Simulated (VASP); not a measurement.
BAs, 2 atoms in the cell. The structure is cubic, space group F-43m (No. 216). The conventional cell has a = 4.784 Å, b = 4.784 Å, c = 4.784 Å, α = 90.00°, β = 90.00°, γ = 90.00°. B (site symmetry -43m) has 4 As at 2.07 Å within 2.7 Å. As (site symmetry -43m) has 4 B at 2.07 Å within 2.7 Å. 

| Quantity | Value |
| --- | --- |
| Program | VASP 6.6.1 |
| Task | single point |
| Functional | PBE |
| Potentials or basis | VASP PAW PBE potentials, release 64 (B, As) |
| Cutoff | 500 eV |
| k mesh | 4 × 4 × 4 |
| Occupations | gaussian, width 0.01 eV |
| Spin | no spin polarisation |
| Dipole correction | no |
| Further INCAR settings | ALGO = Normal; EDIFF = 1e-06; NBANDS = 11 |

Potentials or basis: VASP PAW PBE potentials, release 64 (B, As).

Run with:

```bash
$ cat potpaw_PBE.64/B/POTCAR potpaw_PBE.64/As/POTCAR > POTCAR
$ mpirun -np 1 vasp_std > vasp.out
```

Hardware: 1 thread of Intel Xeon 6975P-C (shared host).

Estimate the wall time of this run.

Wall time 5.4 s on 1 thread of Intel Xeon 6975P-C, on a shared host, peak memory 0.15 GiB. Counts: scf iterations 12, k points 8.
